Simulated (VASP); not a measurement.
Input of a VASP 6.6.1 run:

INCAR

```
PREC     = Accurate       # precision mode
ENCUT    = 520            # plane-wave cutoff, eV
EDIFF    = 1E-6           # SCF threshold, eV
ISMEAR   = -1             # smearing method
SIGMA    = 0.1            # smearing width, eV
LREAL    = False          # projectors in reciprocal space
LASPH    = True           # aspherical terms in the spheres
NELM     = 100            # most SCF steps
ALGO     = Normal         # electronic algorithm
ISIF     = 2              # what is computed and relaxed
LWAVE    = False          # write WAVECAR
LCHARG   = False          # write CHGCAR
GGA      = RP             # functional
NBANDS   = 16             # bands
```

Contents of KPOINTS:

```
regular mesh
0
Gamma
  6 6 6
```

File POSCAR:

```
K
1.0
    0.0000000000      5.1134875380      5.1134875380
    5.1134875380      0.0000000000      5.1134875380
    5.1134875380      5.1134875380      0.0000000000
K
2
Direct
    0.1250000000      0.1250000000      0.1250000000
    0.8750000000      0.8750000000      0.8750000000
```

Potentials or basis: VASP PAW PBE potentials, release 64 (K_sv).

Launch:

```sh
$ cat potpaw_PBE.64/K_sv/POTCAR > POTCAR
$ mpirun -np 1 vasp_std > vasp.out
```

(1) Estimate the band gap on the k mesh.

(2) Estimate the pressure.

Answers

(1) zero (band 9 reaches -0.85 eV, above the bottom of band 10 at -1.00 eV).

(2) -0.1 GPa.

Caveat: the PAW data sets were made with another functional, which shifts forces and pressure a little.
